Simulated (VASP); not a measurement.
# C (P6_3/mmc) in VASP: notebook

The runs below take C through single point, with PBE.

The COD entry that gives the cell may itself be a prediction, so a difference from it is no test against experiment.

Everything below comes from runs of VASP 6.6.1. Logs are shortened: lines on timing, memory, paths and dates and some standing lists are left out, and cuts for length are marked.

## 1. The cell of the first run

The structure is hexagonal, space group P6_3/mmc (No. 194). The conventional cell has a = 2.581 Å, b = 2.581 Å, c = 7.889 Å, α = 90.00°, β = 90.00°, γ = 120.00°. C (site symmetry 3m) has 4 C at 1.47 to 1.57 Å within 2.0 Å. C (site symmetry 3m) has 4 C at 1.49 to 1.57 Å within 2.0 Å.

## 2. Single point, PBE (strain +0.025 along x and y, -0.050 along z)

The input, INCAR:

```
SYSTEM = C
PREC = Accurate
ENCUT = 520
EDIFF = 1E-7
ISMEAR = 0
SIGMA = 0.05
LREAL = .FALSE.
LASPH = .TRUE.
NELM = 100
ALGO = Normal
ISIF = 2
LWAVE = .FALSE.
LCHARG = .FALSE.
GGA = PE
NBANDS = 26
```

The input, KPOINTS:

```
Automatic mesh
0
G
  12 12 4
  0 0 0
```

The input, POSCAR:

```
C
1.0
    2.5809689538      0.0000000000      0.0000000000
   -1.2904844769      2.2351846804      0.0000000000
    0.0000000000      0.0000000000      7.8893587728
C
8
Direct
    0.0000000000      0.0000000000      0.0929681641
    0.0000000000      0.0000000000      0.5929681641
    0.0000000000      0.0000000000      0.4070318359
    0.0000000000      0.0000000000      0.9070318359
    0.3333333333      0.6666666667      0.1555285626
    0.6666666667      0.3333333333      0.6555285626
    0.3333333333      0.6666666667      0.3444714374
    0.6666666667      0.3333333333      0.8444714374
```

Potentials or basis: VASP PAW PBE potentials, release 64 (C).

On the command line:

```sh
cat potpaw_PBE.64/C/POTCAR > POTCAR
mpirun -np 1 vasp_std > vasp.out
```

OUTCAR:

```text
SYSTEM = C
   PREC = Accurate
   ENCUT = 520
   EDIFF = 1E-7
   ISMEAR = 0
   LREAL = .FALSE.
   LASPH = .TRUE.
   NELM = 100
   ISIF = 2
   GGA = PE

 ion  position               nearest neighbor table
   1  0.000  0.000  0.093-   4 1.47   5 1.57   5 1.57   5 1.57
   2  0.000  0.000  0.593-   3 1.47   6 1.57   6 1.57   6 1.57
   3  0.000  0.000  0.407-   2 1.47   7 1.57   7 1.57   7 1.57
   4  0.000  0.000  0.907-   1 1.47   8 1.57   8 1.57   8 1.57
   5  0.333  0.667  0.156-   7 1.49   1 1.57   1 1.57   1 1.57
   6  0.667  0.333  0.656-   8 1.49   2 1.57   2 1.57   2 1.57
   7  0.333  0.667  0.344-   5 1.49   3 1.57   3 1.57   3 1.57
   8  0.667  0.333  0.844-   6 1.49   4 1.57   4 1.57   4 1.57

  LATTYP: Found a hexagonal cell.
 ALAT       =     2.5809689538
 C/A-ratio  =     3.0567429961

  Lattice vectors:

 A1 = (   2.5809689538,   0.0000000000,   0.0000000000)
 A2 = (  -1.2904844769,   2.2351846804,   0.0000000000)
 A3 = (   0.0000000000,   0.0000000000,   7.8893587728)

Analysis of symmetry for initial positions (statically):
=====================================================================
 Subroutine PRICEL returns:
 Original cell was already a primitive cell.

 Routine SETGRP: Setting up the symmetry group for a
 hexagonal supercell.

 Subroutine GETGRP returns: Found 24 space group operations
 (whereof 12 operations were pure point group operations)
 out of a pool of 24 trial point group operations.

The static configuration has the point symmetry D_3d.
 The point group associated with its full space group is D_6h.

Analysis of symmetry for dynamics (positions and initial velocities):
=====================================================================
 Subroutine PRICEL returns:
 Original cell was already a primitive cell.

 Routine SETGRP: Setting up the symmetry group for a
 hexagonal supercell.

 Subroutine GETGRP returns: Found 24 space group operations
 (whereof 12 operations were pure point group operations)
 out of a pool of 24 trial point group operations.

The dynamic configuration has the point symmetry D_3d.
 The point group associated with its full space group is D_6h.

 Subroutine INISYM returns: Found 24 space group operations
 (whereof 12 operations are pure point group operations),
 and found     1 'primitive' translations

[... 106 lines left out ...]
   EDIFF  = 0.1E-06   stopping-criterion for ELM
   LREAL  =      F    real-space projection
   EDIFFG = 0.1E-05   stopping-criterion for IOM
   NSW    =      0    number of steps for IOM
   IBRION =     -1    ionic relax: 0-MD 1-quasi-New 2-CG
   NFREE  =      0    steps in history (QN), initial steepest desc. (CG)
   ISIF   =      2    stress and relaxation
   ISYM   =      2    0-nonsym 1-usesym 2-fastsym
   POTIM  = 0.5000    time-step for ionic-motion
   TEBEG  =    0.0;   TEEND  =   0.0 temperature during run
   PSTRESS=    0.0 pullay stress
   NELECT =      32.0000    total number of electrons
   NUPDOWN=      -1.0000    fix difference up-down
   EMIN   =  10.00;   EMAX   =-10.00  energy-range for DOS
   EFERMI =   0.00;   METHOD = LEGACY
   ISMEAR =     0;   SIGMA  =   0.05  broadening in eV -4-tet -1-fermi 0-gaus
   EFERMI_NEDOS =   21; number of points for ismear=-14 and -15
   IALGO  =     38    algorithm
   IMIX   =      4    mixing-type and parameters
     AMIX     =   0.40;   BMIX     =  1.00
     AMIX_MAG =   1.60;   BMIX_MAG =  1.00
  volume/ion in A,a.u.               =       5.69        38.39
  Fermi-wavevector in a.u.,A,eV,Ry     =   1.455723  2.750918 28.832522  2.119131
  Thomas-Fermi vector in A             =   2.572725
   LORBIT       =      0    0 simple, 1 ext, 2 COOP (PROOUT), +10 PAW based schemes
   GGA     = PE    functional components
   LHFCALC =     F    Hartree Fock is set to
   AEXX    =    0.0000 exact exchange contribution
   IVDW    =     0    specifies the selected vdW correction
   LEPSILON=     F    determine dielectric tensor
   LRPA    =     F    only Hartree local field effects (RPA)
 non-spin polarized calculation
 Gauss-broadening in eV      SIGMA  =   0.05
  energy-cutoff  :      520.00
  volume of cell :       45.51
 maximum number of plane-waves:      1244
 NGX is ok and might be reduce to    20
   NGX =  9   NGY =  9   NGZ = 29

 number of electron      32.0000000 magnetization

 Free energy of the ion-electron system (eV)
  ---------------------------------------------------
  ext. energy  EPLUGINS =         0.00000000
  ---------------------------------------------------
  free energy    TOTEN  =       -71.98216369 eV

  energy without entropy =      -71.98216369  energy(sigma->0) =      -71.98216369

 E-fermi :  10.1575     XC(G=0): -13.2263

 val. band max:        9.9087366208   @ k =   0.0000   0.0000   0.0000
 cond. band min:      13.4082980166   @ k =   0.5000   0.0000   0.0000
 fundamental gap:      3.4995613958
 Fermi energy:        10.1574619574

 k-point     1 :       0.0000    0.0000    0.0000
  band No.  band energies     occupation
      1     -11.7870      2.00000
      2      -9.9443      2.00000
      3      -9.8637      2.00000
      4      -4.9842      2.00000
      5      -3.7655      2.00000
      6       3.7829      2.00000
[... 685 lines left out ...]
     25      20.7246      0.00000
     26      22.6575      0.00000

 [... further k-points ...]
[... 5 lines left out ...]
  --------------------------------------------------------------------------------------
  -------------------------------------------------------------------------------------
  Total       -7.7494044     -7.7494044     19.9463748      0.0000000      0.0000000      0.0000000
  in kB     -272.7978903   -272.7978903    702.1609260      0.0000000      0.0000000      0.0000000
  external PRESSURE =      52.1883818 kB  Pullay stress =       0.0000000 kB

 VOLUME and BASIS-vectors are now :
 -----------------------------------------------------------------------------
  energy-cutoff  :      520.00
  volume of cell :       45.51
      direct lattice vectors                 reciprocal lattice vectors
     2.580968954  0.000000000  0.000000000     0.387451387  0.223695162  0.000000000
    -1.290484477  2.235184680  0.000000000     0.000000000  0.447390325  0.000000000
     0.000000000  0.000000000  7.889358773     0.000000000  0.000000000  0.126753014

 POSITION                                       TOTAL-FORCE (eV/Angst)
 -----------------------------------------------------------------------------------
      0.00000      0.00000      0.73346        -0.000000      0.000000      0.428011
      0.00000      0.00000      4.67814         0.000000     -0.000000      0.428011
      0.00000      0.00000      3.21122        -0.000000      0.000000     -0.428011
      0.00000      0.00000      7.15590         0.000000      0.000000     -0.428011
     -0.00000      1.49012      1.22702         0.000000     -0.000000     -0.593021
      1.29048      0.74506      5.17170        -0.000000      0.000000     -0.593021
     -0.00000      1.49012      2.71766         0.000000     -0.000000      0.593021
      1.29048      0.74506      6.66234        -0.000000      0.000000      0.593021
 -----------------------------------------------------------------------------------
    total drift:                                0.000000     -0.000000      0.000000

  FREE ENERGIE OF THE ION-ELECTRON SYSTEM (eV)
  ---------------------------------------------------
  free  energy   TOTEN  =       -71.9821636896 eV

  energy  without entropy=      -71.9821636896  energy(sigma->0) =      -71.98216369
```

OSZICAR:

```text
N       E                     dE             d eps       ncg     rms          rms(c)
DAV:   1     0.626415646657E+02    0.62642E+02   -0.16619E+04  2964   0.120E+03
DAV:   2    -0.694037455343E+02   -0.13205E+03   -0.12359E+03  3924   0.227E+02
DAV:   3    -0.745669111232E+02   -0.51632E+01   -0.51132E+01  3986   0.392E+01
DAV:   4    -0.746157607830E+02   -0.48850E-01   -0.48752E-01  3834   0.419E+00
DAV:   5    -0.746165647392E+02   -0.80396E-03   -0.80342E-03  3952   0.492E-01    0.112E+01
DAV:   6    -0.726377488445E+02    0.19788E+01   -0.12991E+00  3382   0.620E+00    0.665E+00
DAV:   7    -0.719774304608E+02    0.66032E+00   -0.15969E+00  3436   0.707E+00    0.145E+00
DAV:   8    -0.719819116893E+02   -0.44812E-02   -0.45954E-02  3798   0.120E+00    0.109E-01
DAV:   9    -0.719820686392E+02   -0.15695E-03   -0.84602E-04  3872   0.190E-01    0.397E-02
DAV:  10    -0.719821459091E+02   -0.77270E-04   -0.87957E-05  3700   0.609E-02    0.165E-02
DAV:  11    -0.719821624560E+02   -0.16547E-04   -0.11494E-05  3674   0.235E-02    0.343E-03
DAV:  12    -0.719821636485E+02   -0.11925E-05   -0.11153E-06  3820   0.720E-03    0.100E-03
DAV:  13    -0.719821636896E+02   -0.41115E-07   -0.10551E-07  2788   0.232E-03
   1 F= -.71982164E+02 E0= -.71982164E+02  d E =-.175406E-14
```

stdout:

```text
POSCAR found type information on POSCAR C
 POSCAR found :  1 types and       8 ions
 scaLAPACK will be used
 LDA part: xc-table for (Slater+PW92), standard interpolation
 POSCAR, INCAR and KPOINTS ok, starting setup
 FFT: planning ... GRIDC
 FFT: planning ... GRID_SOFT
 FFT: planning ... GRID
 WAVECAR not read
 entering main loop
```

It took 37 s on 1 thread of Intel Xeon 6975P-C (Granite Rapids), shared host; peak memory 0.17 GiB.

What came out:

| Property | Result |
| --- | --- |
| Free energy | -71.9822 eV |
| Pressure | 5.2 GPa |
| Largest force | 0.593 eV/Å |
| Band gap on the k mesh | 3.50 eV, indirect (least direct gap 4.38 eV) |

Forces in eV/Å, atoms in the order of the input:
```
C    0.000  0.000  0.428
C    0.000  0.000  0.428
C    0.000  0.000 -0.428
C    0.000  0.000 -0.428
C    0.000  0.000 -0.593
C    0.000  0.000 -0.593
C    0.000  0.000  0.593
C    0.000  0.000  0.593
```

Levels at points of the mesh, in eV from the valence-band top:
| k point | band 14 | band 15 | band 16 | band 17 | band 18 | band 19 |
| --- | --- | --- | --- | --- | --- | --- |
| (0.00, 0.00, 0.00) | -0.47 | 0.00 | 0.00 | 4.38 | 4.38 | 6.24 |
| (0.50, 0.00, 0.00) | -4.31 | -3.60 | -2.64 | 3.50 | 5.06 | 5.38 |
| (0.00, 0.00, 0.50) | -0.91 | -0.91 | -0.91 | 5.39 | 5.39 | 5.39 |
| (0.50, 0.00, 0.50) | -4.74 | -3.60 | -3.60 | 3.93 | 3.93 | 7.10 |

Caveat: the cell differs from its parent crystal (strain +0.025 along x and y, -0.050 along z). A k mesh can miss the band edges.

(Continued in part 2 of 2.)
